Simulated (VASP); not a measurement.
HfO2, 18 atoms in the cell. The typed cell holds 18 atoms: a = 5.076 Å, b = 5.217 Å, c = 8.025 Å, α = 90.00°, β = 108.43°, γ = 90.00°.  This cell differs from its parent crystal: dynamics (npt langevin) at 450 K, volume x 1.01, from the last frame before.

| Quantity | Value |
| --- | --- |
| Program | VASP 6.6.1 |
| Task | single point |
| Functional | PBEsol |
| Potentials or basis | VASP PAW PBE potentials, release 64 (Hf_pv, O) |
| Cutoff | 520 eV |
| k mesh | 2 × 2 × 2, shifted |
| Occupations | fermi-dirac, width 0.0388 eV |
| Spin | no spin polarisation |
| Dipole correction | no |
| Further INCAR settings | LREAL = Auto; ALGO = Normal; EDIFF = 1e-06; NBANDS = 81; ISYM = -1 |

Potentials or basis: VASP PAW PBE potentials, release 64 (Hf_pv, O).

Launch:

```bash
$ cat potpaw_PBE.64/Hf_pv/POTCAR potpaw_PBE.64/O/POTCAR > POTCAR
$ mpirun -np 1 vasp_std > vasp.out
```

Hardware: 1 thread of Intel(R) Xeon(R) Platinum 8488C (Sapphire Rapids) (shared host).

Question: Estimate the wall time of this run.

Answer: Wall time 73 s on 1 thread of Intel(R) Xeon(R) Platinum 8488C (Sapphire Rapids), with other jobs on the host, peak memory 0.31 GiB. Counts: scf iterations 14, k points 4.
